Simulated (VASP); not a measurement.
Here is a VASP 6.6.1 calculation.

INCAR

```
SYSTEM = Y
PREC = Accurate ; ENCUT = 520
EDIFF = 1E-6 ; ISMEAR = -1
SIGMA = 0.05 ; LREAL = .False.
LASPH = .True. ; NELM = 100
ALGO = Normal ; ISIF = 2
LWAVE = .False. ; LCHARG = .False.
GGA = PS ; NBANDS = 12
```

The input KPOINTS:

```
Automatic mesh
0
Gamma
  5 5 5
  0 0 0
```

POSCAR

```
Y
1.0
    0.0000000000      2.5519910612      2.5519910612
    2.5519910612      0.0000000000      2.5519910612
    2.5519910612      2.5519910612      0.0000000000
Y
1
Direct
    0.0000000000      0.0000000000      0.0000000000
```

Potentials or basis: VASP PAW PBE potentials, release 64 (Y_sv).

Run with:

```bash
$ cat potpaw_PBE.64/Y_sv/POTCAR > POTCAR
$ mpirun -np 1 vasp_std > vasp.out
```

Task: Predict the pressure.

Result: -2.2 GPa.

Caveat: the k points lie up to 0.43 Å⁻¹ apart; the PAW data sets were made with another functional, which shifts forces and pressure a little.
